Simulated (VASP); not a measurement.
Input of a VASP 6.6.1 run:

INCAR

```
ALGO = Normal ; EDIFF = 1E-6
ENCUT = 520 ; GGA = PE
ISIF = 2 ; ISMEAR = 0
LASPH = T ; LCHARG = T
LELF = T ; LREAL = F
LVHAR = T ; LWAVE = F
NBANDS = 11 ; NELM = 100
PREC = Accurate ; SIGMA = 0.02
```

The input KPOINTS:

```
k-points
0
Gamma
  12 12 12
```

POSCAR

```
C
1.0
    0.0000000000      1.7857368523      1.7857368523
    1.7857368523      0.0000000000      1.7857368523
    1.7857368523      1.7857368523      0.0000000000
C
2
Direct
    0.5000000000      0.5000000000      0.5000000000
    0.7500000000      0.7500000000      0.7500000000
```

Potentials or basis: VASP PAW PBE potentials, release 64 (C).

Launch:

```console
$ cat potpaw_PBE.64/C/POTCAR > POTCAR
$ mpirun -np 1 vasp_std > vasp.out
```

**Question.** Predict the band gap on the k mesh.

**Answer.** 4.14 eV, indirect (least direct gap 5.58 eV).

**Question.** Predict the pressure.

**Answer.** 0.7 GPa.

A k mesh can miss the band edges. A hybrid or GW would open this gap; PBE tends to underestimate it.
